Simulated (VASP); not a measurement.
Input of a VASP 6.6.1 run:

Contents of INCAR:

```
SYSTEM = Al
PREC     = Accurate       ! precision mode
ENCUT    = 520            ! plane-wave cutoff, eV
EDIFF    = 1E-7           ! SCF threshold, eV
ISMEAR   = 0              ! smearing method
SIGMA    = 0.15           ! smearing width, eV
LREAL    = .FALSE.        ! projectors in reciprocal space
LASPH    = .TRUE.         ! aspherical terms in the spheres
NELM     = 80             ! most SCF steps
ALGO     = Normal         ! electronic algorithm
ISIF     = 2              ! what is computed and relaxed
LWAVE    = .FALSE.        ! write WAVECAR
LCHARG   = .FALSE.        ! write CHGCAR
GGA      = PE             ! functional
IVDW     = 12             ! dispersion correction
NBANDS   = 14             ! bands
```

KPOINTS

```
regular mesh
0
G
  18 18 6
  0 0 0
```

The input POSCAR:

```
Al
1.0
    2.8696369453      0.0000000000      0.0000000000
   -1.4348184727      2.4851784942      0.0000000000
    0.0000000000      0.0000000000      9.4223423467
Al
4
Direct
    0.0000000000      0.0000000000      0.0000000000
    0.3333333333      0.6666666667      0.2500000000
    0.0000000000      0.0000000000      0.5000000000
    0.6666666667      0.3333333333      0.7500000000
```

Potentials or basis: VASP PAW PBE potentials, release 64 (Al).

Launch:

```console
$ cat potpaw_PBE.64/Al/POTCAR > POTCAR
$ mpirun -np 1 vasp_std > vasp.out
```

Problem. Predict the pressure.

Solution. -4.4 GPa.

Problem. What does it give for the dispersion energy per atom?

Solution. -0.330 eV.

Problem. What does it give for the band gap on the k mesh?

Solution. Zero (bands 6 and 7 overlap by 5.36 eV).

Stress tensor (GPa, compression positive):
```
-4.47  0.00  0.00
 0.00 -4.47  0.00
 0.00  0.00 -4.28
```

Caveat: the cell stands under tension.
